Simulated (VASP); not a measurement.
# Al2O3 (Pbcn) in VASP: notebook, part 2 of 2

VASP 6.6.1. Earlier steps stand in the parts before.

### 4 Relaxation of shape and atoms at fixed volume, PBE (volume scaled by 0.94)

File INCAR:

```
ALGO = Normal ; EDIFF = 1E-6
EDIFFG = -0.01 ; ENCUT = 600
GGA = PE ; IBRION = 2
ISIF = 4 ; ISMEAR = 0
LASPH = T ; LCHARG = F
LREAL = Auto ; LWAVE = F
NELM = 100 ; NSW = 50
PREC = Accurate ; SIGMA = 0.02
```

File KPOINTS:

```
k-points
0
Gamma
  4 6 6
```

File POSCAR:

```
Al2O3
1.0
    6.9457138680      0.0000000000      0.0000000000
    0.0000000000      4.7493941170      0.0000000000
    0.0000000000      0.0000000000      4.8853463681
Al O
8 12
Direct
    0.3899921523      0.2522544941      0.0314899780
    0.6100078477      0.2522544941      0.4685100220
    0.1100078477      0.2477455059      0.5314899780
    0.8899921523      0.2477455059      0.9685100220
    0.6100078477      0.7477455059      0.9685100220
    0.3899921523      0.7477455059      0.5314899780
    0.8899921523      0.7522544941      0.4685100220
    0.1100078477      0.7522544941      0.0314899780
    0.6541663050      0.1071107466      0.1023352248
    0.3458336950      0.1071107466      0.3976647752
    0.8458336950      0.3928892534      0.6023352248
    0.1541663050      0.3928892534      0.8976647752
    0.3458336950      0.8928892534      0.8976647752
    0.6541663050      0.8928892534      0.6023352248
    0.1541663050      0.6071107466      0.3976647752
    0.8458336950      0.6071107466      0.1023352248
    0.0000000000      0.0502751590      0.2500000000
    0.5000000000      0.4497248410      0.7500000000
    0.0000000000      0.9497248410      0.7500000000
    0.5000000000      0.5502751590      0.2500000000
```

Potentials or basis: VASP PAW PBE potentials, release 64 (Al, O).

Run with:

```console
$ cat potpaw_PBE.64/Al/POTCAR potpaw_PBE.64/O/POTCAR > POTCAR
$ mpirun -np 1 vasp_std > vasp.out
```

OUTCAR:

```text
EDIFF = 1E-6
   EDIFFG = -0.01
   ENCUT = 600
   GGA = PE
   IBRION = 2
   ISIF = 4
   ISMEAR = 0
   LASPH = T
   LREAL = Auto
   NELM = 100
   NSW = 50
   PREC = Accurate

 ion  position               nearest neighbor table
   1  0.390  0.252  0.031-  18 1.83  13 1.85  12 1.89  20 1.93  10 1.94   9 1.99   2 2.63   5 2.82
                             5 2.86   8 3.07   8 3.07   3 3.12   3 3.12   2 3.15
   2  0.610  0.252  0.469-  18 1.83  14 1.85  11 1.89  20 1.93   9 1.94  10 1.99   1 2.63   6 2.82
                             6 2.86   7 3.07   7 3.07   4 3.12   4 3.12   1 3.15
   3  0.110  0.248  0.531-  17 1.83  15 1.85  10 1.89  19 1.93  12 1.94  11 1.99   4 2.63   7 2.82
                             7 2.86   6 3.07   6 3.07   1 3.12   1 3.12   4 3.15
   4  0.890  0.248  0.969-  17 1.83  16 1.85   9 1.89  19 1.93  11 1.94  12 1.99   3 2.63   8 2.82
                             8 2.86   5 3.07   5 3.07   2 3.12   2 3.12   3 3.15
   5  0.610  0.748  0.969-  20 1.83   9 1.85  16 1.89  18 1.93  14 1.94  13 1.99   6 2.63   1 2.82
                             1 2.86   4 3.07   4 3.07   7 3.12   7 3.12   6 3.15
   6  0.390  0.748  0.531-  20 1.83  10 1.85  15 1.89  18 1.93  13 1.94  14 1.99   5 2.63   2 2.82
                             2 2.86   3 3.07   3 3.07   8 3.12   8 3.12   5 3.15
   7  0.890  0.752  0.469-  19 1.83  11 1.85  14 1.89  17 1.93  16 1.94  15 1.99   8 2.63   3 2.82
                             3 2.86   2 3.07   2 3.07   5 3.12   5 3.12   8 3.15
   8  0.110  0.752  0.031-  19 1.83  12 1.85  13 1.89  17 1.93  15 1.94  16 1.99   7 2.63   4 2.82
                             4 2.86   1 3.07   1 3.07   6 3.12   6 3.12   7 3.15
   9  0.654  0.107  0.102-   5 1.85   4 1.89   2 1.94   1 1.99
  10  0.346  0.107  0.398-   6 1.85   3 1.89   1 1.94   2 1.99
  11  0.846  0.393  0.602-   7 1.85   2 1.89   4 1.94   3 1.99
  12  0.154  0.393  0.898-   8 1.85   1 1.89   3 1.94   4 1.99
  13  0.346  0.893  0.898-   1 1.85   8 1.89   6 1.94   5 1.99
  14  0.654  0.893  0.602-   2 1.85   7 1.89   5 1.94   6 1.99
  15  0.154  0.607  0.398-   3 1.85   6 1.89   8 1.94   7 1.99
  16  0.846  0.607  0.102-   4 1.85   5 1.89   7 1.94   8 1.99
  17  0.000  0.050  0.250-   3 1.83   4 1.83   7 1.93   8 1.93
  18  0.500  0.450  0.750-   1 1.83   2 1.83   5 1.93   6 1.93
  19  0.000  0.950  0.750-   7 1.83   8 1.83   3 1.93   4 1.93
  20  0.500  0.550  0.250-   5 1.83   6 1.83   1 1.93   2 1.93

  LATTYP: Found a simple orthorhombic cell.
 ALAT       =     4.7493941170
 B/A-ratio  =     1.0286251778
 C/A-ratio  =     1.4624420920

  Lattice vectors:

 A1 = (   0.0000000000,   4.7493941170,   0.0000000000)
 A2 = (   0.0000000000,   0.0000000000,   4.8853463681)
 A3 = (   6.9457138680,   0.0000000000,   0.0000000000)

Analysis of symmetry for initial positions (statically):
=====================================================================
 Subroutine PRICEL returns:
 Original cell was already a primitive cell.

 Routine SETGRP: Setting up the symmetry group for a
 simple orthorhombic supercell.

 Subroutine GETGRP returns: Found  8 space group operations
 (whereof  2 operations were pure point group operations)
 out of a pool of  8 trial point group operations.

The static configuration has the point symmetry S_2 .
 The point group associated with its full space group is D_2h.

Analysis of symmetry for dynamics (positions and initial velocities):
=====================================================================
 Subroutine PRICEL returns:
 Original cell was already a primitive cell.

 Routine SETGRP: Setting up the symmetry group for a
 simple orthorhombic supercell.

 Subroutine GETGRP returns: Found  8 space group operations
 (whereof  2 operations were pure point group operations)
 out of a pool of  8 trial point group operations.

The dynamic configuration has the point symmetry S_2 .
 The point group associated with its full space group is D_2h.

 Subroutine INISYM returns: Found  8 space group operations
 (whereof  2 operations are pure point group operations),
[... 119 lines left out ...]
   ions per type =               8  12
   NGX,Y,Z   is equivalent  to a cutoff of  13.40, 14.00, 13.61 a.u.
   NGXF,Y,Z  is equivalent  to a cutoff of  26.81, 28.00, 27.22 a.u.
 SYSTEM =  unknown system
   PREC   = accura    normal or accurate (medium, high low for compatibility)
   ISTART =      0    job   : 0-new  1-cont  2-samecut
   ICHARG =      2    charge: 1-file 2-atom 10-const
   ISPIN  =      1    spin polarized calculation?
   LNONCOLLINEAR =      F non collinear calculations
   LSORBIT =      F    spin-orbit coupling
   LASPH  =      T    aspherical Exc in radial PAW
   ENCUT  =  600.0 eV  44.10 Ry    6.64 a.u.  13.87  9.49  9.76*2*pi/ulx,y,z
   NELM   =    100;   NELMIN=  2; NELMDL= -5     # of ELM steps
   EDIFF  = 0.1E-05   stopping-criterion for ELM
   LREAL  =      T    real-space projection
   EDIFFG = -.1E-01   stopping-criterion for IOM
   NSW    =     50    number of steps for IOM
   IBRION =      2    ionic relax: 0-MD 1-quasi-New 2-CG
   NFREE  =      1    steps in history (QN), initial steepest desc. (CG)
   ISIF   =      4    stress and relaxation
   ISYM   =      2    0-nonsym 1-usesym 2-fastsym
   POTIM  = 0.5000    time-step for ionic-motion
   TEBEG  =    0.0;   TEEND  =   0.0 temperature during run
   PSTRESS=    0.0 pullay stress
   NELECT =      96.0000    total number of electrons
   NUPDOWN=      -1.0000    fix difference up-down
   EMIN   =  10.00;   EMAX   =-10.00  energy-range for DOS
   EFERMI =   0.00;   METHOD = LEGACY
   ISMEAR =     0;   SIGMA  =   0.02  broadening in eV -4-tet -1-fermi 0-gaus
   EFERMI_NEDOS =   21; number of points for ismear=-14 and -15
   IALGO  =     38    algorithm
   IMIX   =      4    mixing-type and parameters
     AMIX     =   0.40;   BMIX     =  1.00
     AMIX_MAG =   1.60;   BMIX_MAG =  1.00
  volume/ion in A,a.u.               =       8.06        54.38
  Fermi-wavevector in a.u.,A,eV,Ry     =   1.377469  2.603038 25.815969  1.897420
  Thomas-Fermi vector in A             =   2.502619
   LORBIT       =      0    0 simple, 1 ext, 2 COOP (PROOUT), +10 PAW based schemes
   GGA     = PE    functional components
   LHFCALC =     F    Hartree Fock is set to
   AEXX    =    0.0000 exact exchange contribution
   IVDW    =     0    specifies the selected vdW correction
   LEPSILON=     F    determine dielectric tensor
   LRPA    =     F    only Hartree local field effects (RPA)
 conjugate gradient relaxation of ions
 non-spin polarized calculation
 Gauss-broadening in eV      SIGMA  =   0.02
  energy-cutoff  :      600.00
  volume of cell :      161.16
 maximum number of plane-waves:      5419
 NGX is ok and might be reduce to    56
   NGX = 27   NGY = 19   NGZ = 19

--------------------------------------- Ionic step        1  -------------------------------------------

 number of electron      95.9999968 magnetization

 Free energy of the ion-electron system (eV)
  ---------------------------------------------------
  ext. energy  EPLUGINS =         0.00000000
  ---------------------------------------------------
  free energy    TOTEN  =      -147.29987093 eV

  energy without entropy =     -147.29987093  energy(sigma->0) =     -147.29987093

------------------------ aborting loop because EDIFF is reached ----------------------------------------

  FORCE on cell =-STRESS in cart. coord.  units (eV):
  Direction    XX          YY          ZZ          XY          YZ          ZX
  --------------------------------------------------------------------------------------
  -------------------------------------------------------------------------------------
  Total       15.4204802     16.2786592     15.9205596      0.0000000      0.0000000      0.0000000
  in kB      153.3056010    161.8373489    158.2772340      0.0000000      0.0000000      0.0000000
  external PRESSURE =     157.8067280 kB  Pullay stress =       0.0000000 kB
[... 149 lines left out ...]
--------------------------------------- Ionic step        4  -------------------------------------------

 number of electron      95.9999970 magnetization

 Free energy of the ion-electron system (eV)
  ---------------------------------------------------
  ext. energy  EPLUGINS =         0.00000000
  ---------------------------------------------------
  free energy    TOTEN  =      -147.30248343 eV

  energy without entropy =     -147.30248343  energy(sigma->0) =     -147.30248343

 E-fermi :   7.2275     XC(G=0): -12.0289

 val. band max:        7.0682270624   @ k =   0.0000   0.0000   0.0000
 cond. band min:      13.0948353646   @ k =   0.0000   0.0000   0.0000
 fundamental gap:      6.0266083022
 Fermi energy:         7.2274539169

 k-point     1 :       0.0000    0.0000    0.0000
  band No.  band energies     occupation
      1     -12.6381      2.00000
      2     -11.3968      2.00000
      3     -10.6745      2.00000
      4     -10.3514      2.00000
      5     -10.2747      2.00000
      6     -10.0795      2.00000
[... 1477 lines left out ...]
     58      17.6667      0.00000
     59      17.9618      0.00000

 [... further k-points ...]
[... 5 lines left out ...]
  --------------------------------------------------------------------------------------
  -------------------------------------------------------------------------------------
  Total       15.7949358     15.5993948     15.7542167      0.0000000      0.0000000      0.0000000
  in kB      157.0283212    155.0843138    156.6235047      0.0000000      0.0000000      0.0000000
  external PRESSURE =     156.2453799 kB  Pullay stress =       0.0000000 kB
[... 35 lines left out ...]
  FREE ENERGIE OF THE ION-ELECTRON SYSTEM (eV)
  ---------------------------------------------------
  free  energy   TOTEN  =      -147.3024834270 eV

  energy  without entropy=     -147.3024834270  energy(sigma->0) =     -147.30248343

 reached required accuracy - stopping structural energy minimisation
```

Wall time 26 min (1 thread of AMD EPYC 9R45 (Zen 5), shared host); peak memory 0.47 GiB.

Results:

```yaml
Free_energy: -147.3025 eV
Energy_gained_by_relaxing: 0.1 meV/atom
Ionic_steps: 4
Pressure_after_relaxing: 15.6 GPa
Largest_force_after_relaxing: 0.007 eV/Å
Band_gap_on_the_k_mesh: 6.03 eV, direct
```

Forces on the atoms (eV/Å):
```
Al  -0.003  0.006  0.002
Al   0.003  0.006 -0.002
Al   0.003 -0.006  0.002
Al  -0.003 -0.006 -0.002
Al   0.003 -0.006 -0.002
Al  -0.003 -0.006  0.002
Al  -0.003  0.006 -0.002
Al   0.003  0.006  0.002
O    0.003 -0.001  0.000
O   -0.003 -0.001  0.000
O   -0.003  0.001  0.000
O    0.003  0.001  0.000
O   -0.003  0.001  0.000
O    0.003  0.001  0.000
O    0.003 -0.001  0.000
O   -0.003 -0.001  0.000
O    0.000  0.006  0.000
O    0.000 -0.006  0.000
O    0.000 -0.006  0.000
O    0.000  0.006  0.000
```

Step by step:
```
step  energy change (eV)  largest force (eV/Å)  pressure (GPa)  volume (Å³)
   1              0.0000                0.0886           15.78       161.16
   2             -0.0022                0.0325           15.64       161.16
   3             -0.0022                0.0326           15.64       161.16
   4             -0.0026                0.0071           15.62       161.16
```

Final structure:
```yaml
crystal:
  lattice:
    - [6.94017, 0.00000, 0.00000]
    - [0.00000, 4.75249, 0.00000]
    - [0.00000, 0.00000, 4.88606]
  atoms:
    - { symbol: Al, position: [0.38957, 0.25230, 0.03239] }
    - { symbol: Al, position: [0.61043, 0.25230, 0.46761] }
    - { symbol: Al, position: [0.11043, 0.24770, 0.53239] }
    - { symbol: Al, position: [0.88957, 0.24770, 0.96761] }
    - { symbol: Al, position: [0.61043, 0.74770, 0.96761] }
    - { symbol: Al, position: [0.38957, 0.74770, 0.53239] }
    - { symbol: Al, position: [0.88957, 0.75230, 0.46761] }
    - { symbol: Al, position: [0.11043, 0.75230, 0.03239] }
    - { symbol: O, position: [0.65425, 0.10723, 0.10255] }
    - { symbol: O, position: [0.34575, 0.10723, 0.39745] }
    - { symbol: O, position: [0.84575, 0.39277, 0.60255] }
    - { symbol: O, position: [0.15425, 0.39277, 0.89745] }
    - { symbol: O, position: [0.34575, 0.89277, 0.89745] }
    - { symbol: O, position: [0.65425, 0.89277, 0.60255] }
    - { symbol: O, position: [0.15425, 0.60723, 0.39745] }
    - { symbol: O, position: [0.84575, 0.60723, 0.10255] }
    - { symbol: O, position: [0.00000, 0.05095, 0.25000] }
    - { symbol: O, position: [0.50000, 0.44905, 0.75000] }
    - { symbol: O, position: [0.00000, 0.94905, 0.75000] }
    - { symbol: O, position: [0.50000, 0.55095, 0.25000] }
```

Caveat: the cell differs from its parent crystal (volume scaled by 0.94). A k mesh can miss the band edges.

### 5 Single point, PBE (volume scaled by 1.10, then relaxed in part)

File INCAR:

```
ALGO = Normal ; EDIFF = 1E-6
ENCUT = 520 ; GGA = PE
ISIF = 2 ; ISMEAR = 0
LASPH = True ; LCHARG = True
LELF = True ; LREAL = Auto
LVHAR = True ; LWAVE = False
NBANDS = 64 ; NELM = 60
PREC = Accurate ; SIGMA = 0.02
```

KPOINTS is that of step 4.

File POSCAR:

```
Al2O3
1.0
    7.3007658806      0.0000000000      0.0000000000
    0.0000000000      4.9972506245      0.0000000000
    0.0000000000      0.0000000000      5.1691095639
Al O
8 12
Direct
    0.3927869711      0.2517018216      0.0268857908
    0.6072130289      0.2517018216      0.4731142092
    0.1072130289      0.2482981784      0.5268857908
    0.8927869711      0.2482981784      0.9731142092
    0.6072130289      0.7482981784      0.9731142092
    0.3927869711      0.7482981784      0.5268857908
    0.8927869711      0.7517018216      0.4731142092
    0.1072130289      0.7517018216      0.0268857908
    0.6531012110      0.1060013735      0.0985221255
    0.3468987890      0.1060013735      0.4014778745
    0.8468987890      0.3939986265      0.5985221255
    0.1531012110      0.3939986265      0.9014778745
    0.3468987890      0.8939986265      0.9014778745
    0.6531012110      0.8939986265      0.5985221255
    0.1531012110      0.6060013735      0.4014778745
    0.8468987890      0.6060013735      0.0985221255
    0.0000000000      0.0460659690      0.2500000000
    0.5000000000      0.4539340310      0.7500000000
    0.0000000000      0.9539340310      0.7500000000
    0.5000000000      0.5460659690      0.2500000000
```

Run with:

```console
$ cat potpaw_PBE.64/Al/POTCAR potpaw_PBE.64/O/POTCAR > POTCAR
$ mpirun -np 1 vasp_std > vasp.out
```

It took 6.2 min on 1 thread of Intel Xeon 6975P-C (Granite Rapids), shared host; peak memory 0.49 GiB.

It converged, with:

| Item | Value |
| --- | --- |
| Free energy | -146.7316 eV |
| Pressure | -18.0 GPa |
| Largest force | 0.012 eV/Å |
| Band gap on the k mesh | 4.29 eV, indirect (least direct gap 4.30 eV) |

Forces on the atoms (eV/Å):
```
Al  -0.004  0.003  0.006
Al   0.004  0.003 -0.006
Al   0.004 -0.003  0.006
Al  -0.004 -0.003 -0.006
Al   0.004 -0.003 -0.006
Al  -0.004 -0.003  0.006
Al  -0.004  0.003 -0.006
Al   0.004  0.003  0.006
O    0.011 -0.001 -0.003
O   -0.011 -0.001  0.003
O   -0.011  0.001 -0.003
O    0.011  0.001  0.003
O   -0.011  0.001  0.003
O    0.011  0.001 -0.003
O    0.011 -0.001  0.003
O   -0.011 -0.001 -0.003
O    0.000 -0.003  0.000
O    0.000  0.003  0.000
O    0.000  0.003  0.000
O    0.000 -0.003  0.000
```

Stress tensor (GPa, compression positive):
```
-17.92   0.00   0.00
  0.00 -18.02   0.00
  0.00   0.00 -17.99
```

Levels at points of the mesh, in eV from the valence-band top:
```
           k point  band 45  band 46  band 47  band 48  band 49  band 50  band 51  band 52
(0.00, 0.00, 0.00)    -0.38    -0.14    -0.08    -0.01     4.29     7.61     7.79     8.33
(0.50, 0.00, 0.00)    -0.21    -0.21    -0.09    -0.09     5.84     5.84     8.61     8.61
(0.00, 0.50, 0.00)    -0.42    -0.42    -0.03    -0.03     6.83     6.83     7.72     7.72
(0.50, 0.50, 0.00)    -0.20    -0.20    -0.07    -0.07     7.44     7.44     7.46     7.46
(0.00, 0.00, 0.50)    -0.19    -0.19    -0.10    -0.10     6.84     6.84     7.73     7.73
(0.50, 0.00, 0.50)    -0.25    -0.25    -0.25    -0.25     7.39     7.39     7.39     7.39
(0.00, 0.50, 0.50)    -0.19    -0.19    -0.19    -0.19     7.96     7.96     7.96     7.96
(0.50, 0.50, 0.50)    -0.39    -0.39    -0.39    -0.39     7.93     7.93     7.93     7.93
```

Caveat: the cell differs from its parent crystal (volume scaled by 1.10, then relaxed in part).

### 6 Overview

| task | cell | cutoff (eV) | gap on the mesh (eV) | pressure (GPa) | largest force (eV/Å) |
| --- | --- | --- | --- | --- | --- |
| single point | a = 7.091, b = 4.848, c = 4.987 Å, 20 atoms | 520 | 5.31 | -0.2 | 0.01 |
| single point | a = 6.942, b = 4.750, c = 4.887 Å, 20 atoms | 520 | 6.03 | 16.0 | 0.01 |
| relaxation of shape and atoms at fixed volume | relaxed from a = 6.946, b = 4.749, c = 4.885 Å, 20 atoms | 600 | 6.03 | 15.6 | 0.01 |
| single point | a = 7.301, b = 4.997, c = 5.169 Å, 20 atoms | 520 | 4.29 | -18.0 | 0.01 |

Alike in all rows: level PBE; potentials or basis VASP PAW PBE potentials, release 64 (Al, O); no spin polarisation; k mesh 4 × 6 × 6; smearing gaussian 0.02 eV.

Absolute energies hang on the potentials; compare differences alone.
